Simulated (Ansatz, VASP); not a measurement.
**One calculation of Hf2ZrC3, two programs**

```
Zr Hf C
1.0
     4.29070    0.00000    0.00000
    -2.14535    3.71586    0.00000
     0.00000    0.00000    5.88437
Zr Hf C
1 2 3
Direct
  0.33333 0.66667 0.50000
  0.00000 0.00000 0.00000
  0.00000 0.00000 0.50000
  0.33333 0.66667 0.88654
  0.33333 0.66667 0.11346
  0.66667 0.33333 0.50000
```

Alike in both runs: functional PBE; k mesh 12 × 12 × 6; occupations gaussian, width 0.1 eV; no spin polarisation.

Ansatz relaxed the structure, and its values are those at the end. VASP's run is a single point on that final structure, the one shown.

```csv
,VASP,Ansatz
version,VASP 6.6.1,Ansatz 0.2.0
potentials or method,"VASP PAW PBE potentials, release 64 (Zr_sv, Hf_pv, C), cutoff 520 eV","scalar-relativistic, plane waves, PAW"
valence electrons in the cell,44,76
```

Ansatz gave:

| Property | Result |
| --- | --- |
| gap on the k mesh at the Fermi level (eV) | none |
| pressure (GPa) | 0.0 |
| rms of the force components (eV/Å) | 0.002 |

**Question.** What did VASP give for the same quantities?

**Answer.** gap on the k mesh at the Fermi level (eV): none; pressure (GPa): -0.4; rms of the force components (eV/Å): 0.030.

A gap of «none» marks a metal or a gap that the smearing closes. VASP's potentials hold 44 valence electrons a cell and Ansatz's 76, so a difference there can come from the potentials and not from the codes.

Neither program's run includes spin-orbit coupling.
